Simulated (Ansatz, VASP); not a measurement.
# One calculation of Bi, two programs

Contents of INCAR:

```
SYSTEM = Bi
PREC     = Accurate       ! precision mode
ENCUT    = 500            ! plane-wave cutoff, eV
EDIFF    = 1E-6           ! SCF threshold, eV
ISMEAR   = 1              ! smearing method
SIGMA    = 0.1            ! smearing width, eV
LREAL    = .False.        ! projectors in reciprocal space
LASPH    = .True.         ! aspherical terms in the spheres
NELM     = 200            ! most SCF steps
ALGO     = Normal         ! electronic algorithm
ISIF     = 2              ! what is computed and relaxed
LWAVE    = .False.        ! write WAVECAR
LCHARG   = .False.        ! write CHGCAR
MAGMOM   = 0 0 0          ! initial moments
LORBIT   = 11             ! projections on sites
LSORBIT  = .True.         ! spin-orbit coupling
GGA_COMPAT= .False.      
LORBMOM  = .True.       
GGA      = PE             ! functional
IVDW     = 12             ! dispersion correction
NBANDS   = 26             ! bands
```

The input KPOINTS:

```
Automatic mesh
0
Gamma
  9 9 9
  0 0 0
```

Contents of POSCAR:

```
Bi
1.0
   -1.9814305300      1.9814305300      1.9814305300
    1.9814305300     -1.9814305300      1.9814305300
    1.9814305300      1.9814305300     -1.9814305300
Bi
1
Direct
    0.0000000000      0.0000000000      0.0000000000
```

File input.yaml:

```yaml
crystal:
  lattice: { a: 3.96286106, b: 3.96286106, c: 3.96286106, alpha: 90.0, beta: 90.0, gamma: 90.0 }
  space_group: 229
  reduce_to_primitive: true
  atoms:
    - { symbol: Bi, wyckoff: "2a", position: [0.0, 0.0, 0.0] }
hamiltonian:
  xc: pbe
  pseudopotentials: { kind: paw_fr }
  dispersion: d3bj
magnetization:
  noncollinear: true
  spin_orbit: true
kpoints:
  mp_grid: { grid: [9, 9, 9] }
scf:
  occupations: { method: cold, width: 0.1 }
output:
  forces: true
  stress: true
  eigenvalues: true
  write_density: true
  write_potential: true
  elf: true
  volumetric_format: npy
```

Alike in both runs: functional PBE; dispersion D3(BJ); k mesh 9 × 9 × 9; non-collinear spin, spin-orbit coupling.

|  | VASP | Ansatz |
| --- | --- | --- |
| version | VASP 6.6.1 | Ansatz 0.2.0 |
| potentials or method | VASP PAW PBE potentials, release 64 (Bi_d) | Ansatz PAW |
| plane-wave cutoff (eV) | 500 | 420 |
| occupations | methfessel-paxton of order 1, width 0.1 eV | cold, width 0.1 eV |
| valence electrons in the cell | 15 | 15 |
| task | single point | electron localisation function |

```csv
,VASP,Ansatz,Ansatz less VASP
pressure (GPa),-0.4,-0.3,+0.09
net moment per atom (μB),0.00,0.00,0.000
```
